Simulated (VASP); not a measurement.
Runs of VASP 6.6.1 on Ir. The structure is that of space group Fm-3m (No. 225), or close to it. The cells are those of the table. 

```tsv
task	spin	cell	gap on the mesh (eV)	pressure (GPa)
single point	off	a = 2.725 Å, angles 60.0°, 1 atom	none	5.2
electric field gradients	off	a = 2.725 Å, angles 60.0°, 1 atom	none	5.2
electric field gradients	off	a = 2.752 Å, angles 60.0°, 1 atom	none	-5.1
single point	non-collinear, zero start, SOC	a = 2.725 Å, angles 60.0°, 1 atom	-	(a)
electric field gradients	off	a = 2.670 Å, angles 60.0°, 1 atom	none	32.1
```

Alike in all rows: level PBE; potentials or basis VASP PAW PBE potentials, release 64 (Ir); k mesh 18 × 18 × 18; cutoff (eV) 520; smearing fermi-dirac 0.03 eV.

Q: Estimate the missing entries.

A: (a) 6.3.

Caveats: spin-orbit coupling is left out, which moves the levels of the heavy elements (some runs).

A k mesh can miss the band edges, and rows without SOC leave out spin-orbit coupling on Ir.

A gap of «none» marks levels without a gap at the run's occupations.
